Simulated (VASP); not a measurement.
# Ag in VASP: a series of runs, part 2 of 3

VASP 6.6.1. Earlier steps stand in the parts before.

## (3) Single point, PBE

The input, INCAR:

```
SYSTEM = Ag
PREC = Accurate
ENCUT = 520
EDIFF = 1E-6
ISMEAR = 0
SIGMA = 0.1
LREAL = .FALSE.
LASPH = .TRUE.
NELM = 80
ALGO = Fast
ISIF = 2
LWAVE = .FALSE.
LCHARG = .FALSE.
GGA = PE
NBANDS = 12
```

The input, KPOINTS:

```
regular mesh
0
G
  26 26 26
  0 0 0
```

The input, POSCAR:

```
Ag
1.0
   -1.4662758325      1.4662758325      2.0732109567
    1.4662758325     -1.4662758325      2.0732109567
    1.4662758325      1.4662758325     -2.0732109567
Ag
1
Direct
    0.0000000000      0.0000000000      0.0000000000
```

Potentials or basis: VASP PAW PBE potentials, release 64 (Ag).

Started as:

```bash
$ cat potpaw_PBE.64/Ag/POTCAR > POTCAR
$ mpirun -np 1 vasp_std > vasp.out
```

OUTCAR:

```text
SYSTEM = Ag
   PREC = Accurate
   ENCUT = 520
   EDIFF = 1E-6
   ISMEAR = 0
   LREAL = .FALSE.
   LASPH = .TRUE.
   NELM = 80
   ISIF = 2
   GGA = PE

 ion  position               nearest neighbor table
   1  0.000  0.000  0.000-

  LATTYP: Found a body centered tetragonal cell.
 ALAT       =     2.9325516650
 C/A-ratio  =     1.4139297060

  Lattice vectors:

 A1 = (  -1.4662758325,   1.4662758325,   2.0732109567)
 A2 = (   1.4662758325,  -1.4662758325,   2.0732109567)
 A3 = (   1.4662758325,   1.4662758325,  -2.0732109567)

Analysis of symmetry for initial positions (statically):
=====================================================================
 Subroutine PRICEL returns:
 Original cell was already a primitive cell.

 Routine SETGRP: Setting up the symmetry group for a
 body centered tetragonal supercell.

 Subroutine GETGRP returns: Found 16 space group operations
 (whereof 16 operations were pure point group operations)
 out of a pool of 16 trial point group operations.

The static configuration has the point symmetry D_4h.

Analysis of symmetry for dynamics (positions and initial velocities):
=====================================================================
 Subroutine PRICEL returns:
 Original cell was already a primitive cell.

 Routine SETGRP: Setting up the symmetry group for a
 body centered tetragonal supercell.

 Subroutine GETGRP returns: Found 16 space group operations
 (whereof 16 operations were pure point group operations)
 out of a pool of 16 trial point group operations.

The dynamic configuration has the point symmetry D_4h.

 Subroutine INISYM returns: Found 16 space group operations
 (whereof 16 operations are pure point group operations),
 and found     1 'primitive' translations

----------------------------------------------------------------------------------------

                                     Primitive cell

  volume of cell :      17.8293

  direct lattice vectors                    reciprocal lattice vectors
    -1.466275833  1.466275833  2.073210957     0.000000000  0.340999960  0.241171791
     1.466275833 -1.466275833  2.073210957     0.340999960  0.000000000  0.241171791
     1.466275833  1.466275833 -2.073210957     0.340999960  0.340999960  0.000000000

  length of vectors
     2.932257374  2.932257374  2.932257374     0.417665902  0.417665902  0.482246768

  position of ions in fractional coordinates (direct lattice)
     0.000000000  0.000000000  0.000000000

  ion indices of the primitive-cell ions
   primitive index   ion index
                 1           1

----------------------------------------------------------------------------------------

 KPOINTS: regular mesh

Automatic generation of k-mesh.
 Grid dimensions read from file:
 generate k-points for:   26   26   26

 Generating k-lattice:

  Cartesian coordinates                     Fractional coordinates (reciprocal lattice)
     0.000000000  0.013115383  0.009275838     0.038461538 -0.000000000  0.000000000
     0.013115383  0.000000000  0.009275838    -0.000000000  0.038461538  0.000000000
     0.013115383  0.013115383  0.000000000     0.000000000  0.000000000  0.038461538

  Length of vectors
     0.016064073  0.016064073  0.018547953

  Shift w.r.t. Gamma in fractional coordinates (k-lattice)
     0.000000000  0.000000000  0.000000000

 Subroutine IBZKPT returns following result:
 ===========================================

 Found   1330 irreducible k-points:

 Following reciprocal coordinates:
            Coordinates               Weight
  0.000000  0.000000  0.000000      1.000000
  0.038462  0.000000 -0.000000      8.000000
  0.076923  0.000000 -0.000000      8.000000
  0.115385  0.000000 -0.000000      8.000000
  0.153846  0.000000 -0.000000      8.000000
  0.192308  0.000000 -0.000000      8.000000
[... 16 lines left out ...]
  0.346154  0.038462 -0.000000     16.000000
  0.384615  0.038462  0.000000     16.000000
 [... further k-points ...]
   k-points           NKPTS =   1330   k-points in BZ     NKDIM =   1330   number of bands    NBANDS=     12
   number of dos      NEDOS =    301   number of ions     NIONS =      1
   total plane-waves  NPLWV =  13824
   dimension x,y,z NGX =    24 NGY =   24 NGZ =   24
   dimension x,y,z NGXF=    48 NGYF=   48 NGZF=   48
   ions per type =               1
   NGX,Y,Z   is equivalent  to a cutoff of  13.61, 13.61, 13.61 a.u.
   NGXF,Y,Z  is equivalent  to a cutoff of  27.21, 27.21, 27.21 a.u.
 SYSTEM =  Ag
   PREC   = accura    normal or accurate (medium, high low for compatibility)
   ISTART =      0    job   : 0-new  1-cont  2-samecut
   ICHARG =      2    charge: 1-file 2-atom 10-const
   ISPIN  =      1    spin polarized calculation?
   LNONCOLLINEAR =      F non collinear calculations
   LSORBIT =      F    spin-orbit coupling
   LASPH  =      T    aspherical Exc in radial PAW
   ENCUT  =  520.0 eV  38.22 Ry    6.18 a.u.   5.45  5.45  5.45*2*pi/ulx,y,z
   NELM   =     80;   NELMIN=  2; NELMDL= -5     # of ELM steps
   EDIFF  = 0.1E-05   stopping-criterion for ELM
   LREAL  =      F    real-space projection
   EDIFFG = 0.1E-04   stopping-criterion for IOM
   NSW    =      0    number of steps for IOM
   IBRION =     -1    ionic relax: 0-MD 1-quasi-New 2-CG
   NFREE  =      0    steps in history (QN), initial steepest desc. (CG)
   ISIF   =      2    stress and relaxation
   ISYM   =      2    0-nonsym 1-usesym 2-fastsym
   POTIM  = 0.5000    time-step for ionic-motion
   TEBEG  =    0.0;   TEEND  =   0.0 temperature during run
   PSTRESS=    0.0 pullay stress
   NELECT =      11.0000    total number of electrons
   NUPDOWN=      -1.0000    fix difference up-down
   EMIN   =  10.00;   EMAX   =-10.00  energy-range for DOS
   EFERMI =   0.00;   METHOD = LEGACY
   ISMEAR =     0;   SIGMA  =   0.10  broadening in eV -4-tet -1-fermi 0-gaus
   EFERMI_NEDOS =   21; number of points for ismear=-14 and -15
   IALGO  =     68    algorithm
   IMIX   =      4    mixing-type and parameters
     AMIX     =   0.40;   BMIX     =  1.00
     AMIX_MAG =   1.60;   BMIX_MAG =  1.00
  volume/ion in A,a.u.               =      17.83       120.32
  Fermi-wavevector in a.u.,A,eV,Ry     =   1.393673  2.633659 26.426915  1.942323
  Thomas-Fermi vector in A             =   2.517296
   LORBIT       =      0    0 simple, 1 ext, 2 COOP (PROOUT), +10 PAW based schemes
   GGA     = PE    functional components
   LHFCALC =     F    Hartree Fock is set to
   AEXX    =    0.0000 exact exchange contribution
   IVDW    =     0    specifies the selected vdW correction
   LEPSILON=     F    determine dielectric tensor
   LRPA    =     F    only Hartree local field effects (RPA)
 non-spin polarized calculation
 RMM-DIIS sequential band-by-band and
 Gauss-broadening in eV      SIGMA  =   0.10
  energy-cutoff  :      520.00
  volume of cell :       17.83
 maximum number of plane-waves:       531
 NGX is ok and might be reduce to    24
   NGX = 11   NGY = 11   NGZ = 11

 number of electron      11.0000000 magnetization

 Free energy of the ion-electron system (eV)
  ---------------------------------------------------
  ext. energy  EPLUGINS =         0.00000000
  ---------------------------------------------------
  free energy    TOTEN  =        -2.71933794 eV

  energy without entropy =       -2.71830877  energy(sigma->0) =       -2.71882335

 E-fermi :   7.8917     XC(G=0): -11.9453

 val. band max:        7.8718384809   @ k =  -0.1538  -0.4615   0.1154
 cond. band min:       7.8947461055   @ k =   0.4615   0.0385   0.0385
 fundamental gap:      0.0229076245
 Fermi energy:         7.8917473661

 k-point     1 :       0.0000    0.0000    0.0000
  band No.  band energies     occupation
      1       0.3792      2.00000
      2       3.1729      2.00000
      3       3.1729      2.00000
      4       3.1740      2.00000
      5       4.1272      2.00000
      6       4.1284      2.00000
      7      23.7452      0.00000
      8      27.0585      0.00000
      9      27.0585      0.00000
     10      27.0608      0.00000
     11      31.7610      0.00000
     12      32.6237      0.00000
[... 331 lines left out ...]
 k-point    24 :       0.3846    0.0385    0.0000
  band No.  band energies     occupation
      1       1.7826      2.00000
      2       3.1983      2.00000
      3       3.2202      2.00000
      4       4.6488      2.00000
      5       4.6635      2.00000
      6       6.0985      2.00000
      7      13.3359      0.00000
      8      23.1741      0.00000
      9      24.9801      0.00000
     10      25.9682      0.00000
     11      29.9887      0.00000
     12      30.3389      0.00000

 [... further k-points ...]
[... 5 lines left out ...]
  --------------------------------------------------------------------------------------
  -------------------------------------------------------------------------------------
  Total       -0.0061928     -0.0061928     -0.0053356      0.0000000      0.0000000      0.0000000
  in kB       -0.5564997     -0.5564997     -0.4794685      0.0000000      0.0000000      0.0000000
  external PRESSURE =      -0.5308227 kB  Pullay stress =       0.0000000 kB

 VOLUME and BASIS-vectors are now :
 -----------------------------------------------------------------------------
  energy-cutoff  :      520.00
  volume of cell :       17.83
      direct lattice vectors                 reciprocal lattice vectors
    -1.466275833  1.466275833  2.073210957     0.000000000  0.340999960  0.241171791
     1.466275833 -1.466275833  2.073210957     0.340999960  0.000000000  0.241171791
     1.466275833  1.466275833 -2.073210957     0.340999960  0.340999960  0.000000000

 POSITION                                       TOTAL-FORCE (eV/Angst)
 -----------------------------------------------------------------------------------
      0.00000      0.00000      0.00000         0.000000     -0.000000      0.000000
 -----------------------------------------------------------------------------------
    total drift:                               -0.000000      0.000000     -0.000000

  FREE ENERGIE OF THE ION-ELECTRON SYSTEM (eV)
  ---------------------------------------------------
  free  energy   TOTEN  =        -2.7193379391 eV

  energy  without entropy=       -2.7183087666  energy(sigma->0) =       -2.71882335
```

OSZICAR:

```text
N       E                     dE             d eps       ncg     rms          rms(c)
DAV:   1     0.520763630274E+02    0.52076E+02   -0.54793E+03 32308   0.824E+02
DAV:   2    -0.214018129687E+01   -0.54217E+02   -0.51199E+02 37148   0.192E+02
DAV:   3    -0.295885158144E+01   -0.81867E+00   -0.81808E+00 37704   0.250E+01
DAV:   4    -0.296140490194E+01   -0.25533E-02   -0.25532E-02 36956   0.146E+00
DAV:   5    -0.296142585147E+01   -0.20950E-04   -0.20950E-04 38072   0.119E-01    0.465E+00
RMM:   6    -0.272806444054E+01    0.23336E+00   -0.36807E-01 32157   0.547E+00    0.302E+00
RMM:   7    -0.272178420738E+01    0.62802E-02   -0.83924E-03 35740   0.103E+00    0.179E+00
RMM:   8    -0.271935461895E+01    0.24296E-02   -0.64301E-04 35961   0.242E-01    0.187E-01
RMM:   9    -0.271933463441E+01    0.19985E-04   -0.10202E-04 38581   0.884E-02    0.690E-02
RMM:  10    -0.271933664772E+01   -0.20133E-05   -0.17279E-05 37695   0.336E-02    0.198E-02
RMM:  11    -0.271933779231E+01   -0.11446E-05   -0.46155E-06 32108   0.139E-02    0.589E-03
RMM:  12    -0.271933793912E+01   -0.14681E-06   -0.31187E-07 25766   0.438E-03
   1 F= -.27193379E+01 E0= -.27188234E+01  d E =-.102917E-02
```

Run time: 2 min. Hardware: 1 thread of Intel Xeon Platinum 8488C (Sapphire Rapids), shared host; peak memory 0.39 GiB.

Results:

```
Free energy            : -2.7193 eV
Pressure               : -0.1 GPa
Band gap on the k mesh : zero (an odd number of electrons rules out a gap without spin polarisation)
```

Levels at points of the mesh, in eV from the Fermi level:
```
           k point  band 3  band 4  band 5  band 6  band 7  band 8  band 9  band 10
(0.00, 0.00, 0.00)   -4.72   -4.72   -3.76   -3.76   15.85   19.17   19.17    19.17
(0.50, 0.00, 0.00)   -4.74   -3.03   -3.03   -0.35    3.29   15.08   17.34    17.35
(0.50, 0.50, 0.00)   -3.06   -2.84   -2.84    1.58    6.33   10.37   10.37    16.59
(0.50, 0.50, 0.50)   -3.06   -2.84   -2.84    1.58    6.34   10.37   10.37    16.59
```

## (4) Relaxation of cell and atoms, PBE

This run uses another cell than the first one, of 17.94 Å³/atom.

The input, INCAR:

```
SYSTEM = Ag
  PREC = Accurate
  ENCUT = 600
  EDIFF = 1E-6
  ISMEAR = 0
  SIGMA = 0.1
  LREAL = .FALSE.
  LASPH = .TRUE.
  NELM = 80
  ALGO = Fast
  ISIF = 3
  LWAVE = .FALSE.
  LCHARG = .FALSE.
  GGA = PE
  IBRION = 2
  NSW = 100
  EDIFFG = -0.01
```

The input, KPOINTS:

```
Automatic mesh
0
G
  26 26 26
  0 0 0
```

The input, POSCAR:

```
Ag
1.0
   -1.4761746125      1.4761746125      2.0587295265
    1.4761746125     -1.4761746125      2.0587295265
    1.4761746125      1.4761746125     -2.0587295265
Ag
1
Direct
    0.0000000000      0.0000000000      0.0000000000
```

Started as:

```bash
$ cat potpaw_PBE.64/Ag/POTCAR > POTCAR
$ mpirun -np 1 vasp_std > vasp.out
```

Wall time 6.3 min (1 thread of Intel Xeon Platinum 8488C (Sapphire Rapids), shared host); peak memory 0.43 GiB.

Results (log left out):

* Free energy: -2.7191 eV
* Relaxed volume: 17.81 Å³/atom
* Relaxed cell: a = 2.932 Å, b = 2.932 Å, c = 2.932 Å, α = 120.03°, β = 120.03°, γ = 89.96°
* Space group after relaxing (to 0.1 Å): Fm-3m (No. 225)
* Energy gained by relaxing: 0.6 meV/atom
* Ionic steps: 10
* Pressure after relaxing: 0.0 GPa
* Band gap on the k mesh: zero (an odd number of electrons rules out a gap without spin polarisation)

The path:
| step | energy change (eV) | largest force (eV/Å) | pressure (GPa) | volume (Å³) |
| --- | --- | --- | --- | --- |
| 1 | 0.0000 | 0.0000 | -0.64 | 17.94 |
| 2 | -0.0004 | 0.0000 | 0.18 | 17.76 |
| 3 | -0.0004 | 0.0000 | 0.11 | 17.78 |
| 4 | -0.0004 | 0.0000 | 0.10 | 17.79 |
| 5 | -0.0004 | 0.0000 | -0.02 | 17.81 |
| 6 | -0.0004 | 0.0000 | 0.02 | 17.80 |
| 7 | -0.0004 | 0.0000 | 0.04 | 17.80 |
| 8 | -0.0006 | 0.0000 | 0.03 | 17.80 |
| 9 | -0.0004 | 0.0000 | -0.06 | 17.82 |
| 10 | -0.0006 | 0.0000 | 0.00 | 17.81 |

Final structure:
```yaml
crystal:
  lattice:
    - [-1.46519, 1.46519, 2.07370]
    - [1.46519, -1.46519, 2.07370]
    - [1.46519, 1.46519, -2.07370]
  atoms:
    - { symbol: Ag, position: [0.00000, 0.00000, 0.00000] }
```

Levels at points of the mesh, in eV from the Fermi level:
```
           k point  band 4  band 5  band 6  band 7  band 8  band 9
(0.00, 0.00, 0.00)   -4.72   -3.77   -3.76   15.86   19.18   19.18
(0.50, 0.00, 0.00)   -3.03   -3.03   -0.35    3.30   15.08   17.37
(0.50, 0.50, 0.00)   -2.84   -2.83    1.58    6.35   10.37   10.37
(0.50, 0.50, 0.50)   -2.84   -2.84    1.57    6.33   10.39   10.39
```

(Continued in part 3 of 3.)

The gap in the log of VASP goes by the Fermi energy; the results here count the filled bands.